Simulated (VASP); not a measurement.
Wanted: the native input for a VASP 6.6.1 run.

- Task: single point
- Functional: PBE
- Potentials or basis: VASP PAW PBE potentials, release 64 (Hf_pv, N)
- Cutoff: 600 eV
- k mesh: 12 × 12 × 12
- Occupations: methfessel-paxton, width 0.15 eV
- Spin: no spin polarisation
- Dipole correction: no
- Further INCAR settings: ALGO = Normal; EDIFF = 1e-06; NBANDS = 14

The structure of HfN lies in POSCAR:

```
HfN
1.0
    0.0000143132      2.2736971938      2.2736975914
    2.2737007230      0.0000107052      2.2737011994
    2.2737099950      2.2737100738      0.0000014332
Hf N
1 1
Direct
    0.0000002127     -0.0000001628     -0.0000000485
    0.4999997873      0.5000001628      0.5000000485
```

These files were run (other wordings do the same):

INCAR

```
SYSTEM = HfN
PREC     = Accurate       ! precision mode
ENCUT    = 600            ! plane-wave cutoff, eV
EDIFF    = 1E-6           ! SCF threshold, eV
ISMEAR   = 1              ! smearing method
SIGMA    = 0.15           ! smearing width, eV
LREAL    = .False.        ! projectors in reciprocal space
LASPH    = .True.         ! aspherical terms in the spheres
NELM     = 120            ! most SCF steps
ALGO     = Normal         ! electronic algorithm
ISIF     = 2              ! what is computed and relaxed
LWAVE    = .False.        ! write WAVECAR
LCHARG   = .False.        ! write CHGCAR
GGA      = PE             ! functional
NBANDS   = 14             ! bands
GGA_COMPAT= .False.
```

KPOINTS

```
regular mesh
0
Gamma
  12 12 12
  0 0 0
```

Potentials or basis: VASP PAW PBE potentials, release 64 (Hf_pv, N).

The run is started by

```console
$ cat potpaw_PBE.64/Hf_pv/POTCAR potpaw_PBE.64/N/POTCAR > POTCAR
$ mpirun -np 1 vasp_std > vasp.out
```

It gave:

- Pressure: -2.5 GPa

It took 25 s on 1 thread of Intel(R) Xeon(R) Platinum 8559C (Emerald Rapids), on a shared host, peak memory 0.17 GiB.
